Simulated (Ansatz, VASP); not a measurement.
# NaI: VASP beside Ansatz

INCAR

```
SYSTEM = NaI
  ALGO = Normal
  EDIFF = 1E-6
  ENCUT = 520
  ISIF = 2
  ISMEAR = -1
  LASPH = .True.
  LCHARG = .False.
  LREAL = .False.
  LWAVE = .False.
  NBANDS = 14
  NELM = 60
  PREC = Accurate
  SIGMA = 0.02
```

KPOINTS

```
k-points
0
Gamma
  8 8 8
  0 0 0
```

The input POSCAR:

```
NaI
1.0
    0.0000000000      3.2687640000      3.2364000000
    3.2687640000      0.0000000000      3.2364000000
    3.2687640000      3.2687640000      0.0000000000
Na I
1 1
Direct
    0.0000000000      0.0000000000      0.0000000000
    0.5000000000      0.5000000000      0.5000000000
```

Input for Ansatz:

```yaml
crystal:
  lattice:
    - [0.0, 3.268764, 3.2364]
    - [3.268764, 0.0, 3.2364]
    - [3.268764, 3.268764, 0.0]
  atoms:
    - { symbol: Na, position: [0.0, 0.0, 0.0] }
    - { symbol: I, position: [0.5, 0.5, 0.5] }
kpoints:
  mp_grid: { grid: [8, 8, 8] }
  band_path:
    path:
      - [0.0, 0.0, 0.0]
      - [0.0, 0.5, 0.5]
      - [0.25, 0.75, 0.5]
      - [0.0, 0.5, 0.0]
      - [0.0, 0.0, 0.0]
      - [0.5, 0.5, 0.0]
      - [0.3775125, 0.6224875, 0.0]
      - [-0.3775125, 0.3775125, 0.0]
      - [0.0, 0.0, 0.0]
    npoints: 5
scf:
  occupations: { method: fermi_dirac, width: 0.02 }
hamiltonian:
  xc: lda
  pseudopotentials: { kind: all_electron, lapw: { basis_error: 0.001 } }
output:
  forces: true
  stress: true
  eigenvalues: true
```

Change from the starting cell: equal xx and yy strain of +1 %.

Alike in both runs: task single point; functional LDA; k mesh 8 × 8 × 8; occupations fermi-dirac, width 0.02 eV; no spin polarisation.

```csv
,VASP,Ansatz
version,VASP 6.6.1,Ansatz 0.2.0
potentials or method,"VASP PAW LDA potentials, release 64 (Na_pv, I), cutoff 520 eV","all-electron LAPW, scalar-relativistic"
```

|  | VASP | Ansatz | Ansatz less VASP |
| --- | --- | --- | --- |
| gap on the k mesh at the Fermi level (eV) | 3.29 | 3.28 | -0.013 |
| pressure (GPa) | -1.8 | -1.9 | -0.02 |
| traceless stress, the component that is largest in VASP (GPa) | 0.11 | 0.11 | -0.001 |

LDA's correlation is that of Perdew and Zunger in VASP and of Perdew and Wang (1992) in Ansatz. Ansatz ran all-electron here, and VASP with PAW potentials.

Neither program's run includes spin-orbit coupling.
